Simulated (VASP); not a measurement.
## ZrO2: relaxation of shape and atoms at fixed volume with r2SCAN

ZrO2:

```
Zr O
1.0
     3.69524    0.00000    0.00000
     0.00000    3.69524    0.00000
     0.00000    0.00000    5.46272
Zr O
2 4
Direct
  0.00000 0.00000 0.00000
  0.50000 0.50000 0.50000
  0.00000 0.50000 0.18354
  0.00000 0.50000 0.68354
  0.50000 0.00000 0.31646
  0.50000 0.00000 0.81646
```

```json
{"Program": "VASP 6.6.1", "Task": "relaxation of shape and atoms at fixed volume", "Functional": "r2SCAN", "Potentials or basis": "VASP PAW PBE potentials, release 64 (Zr_sv, O)", "Cutoff": "660 eV", "k mesh": "6 × 6 × 6", "Occupations": "gaussian, width 0.02 eV", "Spin": "no spin polarisation", "Dipole correction": "no", "Further INCAR settings": "ALGO = Normal; EDIFF = 1e-07; IBRION = 2; EDIFFG = -0.01; NSW = 50; ISIF = 4"}
```

| Quantity | Value |
| --- | --- |
| Energy gained by relaxing | 3.5 meV/atom |
| Ionic steps | 5 |
| Pressure after relaxing | -12.9 GPa |
| Largest force after relaxing | 0.007 eV/Å |
| Band gap on the k mesh | 4.56 eV (least direct gap 4.62 eV) |

Forces in eV/Å, atoms in the order of the input:
```
Zr   0.000  0.000  0.000
Zr   0.000  0.000  0.000
O    0.000  0.000  0.007
O    0.000  0.000  0.007
O    0.000  0.000 -0.007
O    0.000  0.000 -0.007
```

Stress tensor (GPa, compression positive):
```
-12.83   0.00   0.00
  0.00 -12.83   0.00
  0.00   0.00 -12.97
```

Step by step:
```
step  energy change (eV)  largest force (eV/Å)  pressure (GPa)  volume (Å³)
   1              0.0000                0.2050          -15.78        74.59
   2             -0.0088                0.1683          -15.12        74.59
   3             -0.0189                0.0564          -13.15        74.59
   4             -0.0206                0.0326          -12.77        74.59
   5             -0.0209                0.0074          -12.88        74.59
```

Final structure:
```yaml
crystal:
  lattice:
    - [3.67811, 0.00000, 0.00000]
    - [0.00000, 3.67811, 0.00000]
    - [0.00000, 0.00000, 5.51370]
  atoms:
    - { symbol: Zr, position: [0.00000, 0.00000, 0.00000] }
    - { symbol: Zr, position: [0.50000, 0.50000, 0.50000] }
    - { symbol: O, position: [0.00000, 0.50000, 0.17546] }
    - { symbol: O, position: [0.00000, 0.50000, 0.67546] }
    - { symbol: O, position: [0.50000, 0.00000, 0.32454] }
    - { symbol: O, position: [0.50000, 0.00000, 0.82454] }
```

Levels at points of the mesh, in eV from the valence-band top:
```tsv
k point	band 22	band 23	band 24	band 25	band 26	band 27
(0.00, 0.00, 0.00)	-0.27	-0.07	-0.07	4.56	5.08	5.43
(0.50, 0.00, 0.00)	-1.26	-0.16	-0.16	4.84	4.84	5.77
(0.50, 0.50, 0.00)	-0.94	-0.58	-0.58	5.24	5.24	6.35
(0.00, 0.00, 0.50)	-0.79	-0.03	-0.03	4.97	4.97	5.78
(0.50, 0.00, 0.50)	-1.31	-0.63	-0.63	4.89	4.89	5.43
(0.50, 0.50, 0.50)	-1.56	-0.26	-0.26	5.32	5.32	6.41
```

Wall time 34 min on 1 thread of AMD EPYC 7R13 Processor (Zen 3), with other jobs on the host, peak memory 0.27 GiB.

Caveat: the PAW data sets were made with another functional, which shifts forces and pressure a little. A k mesh can miss the band edges.
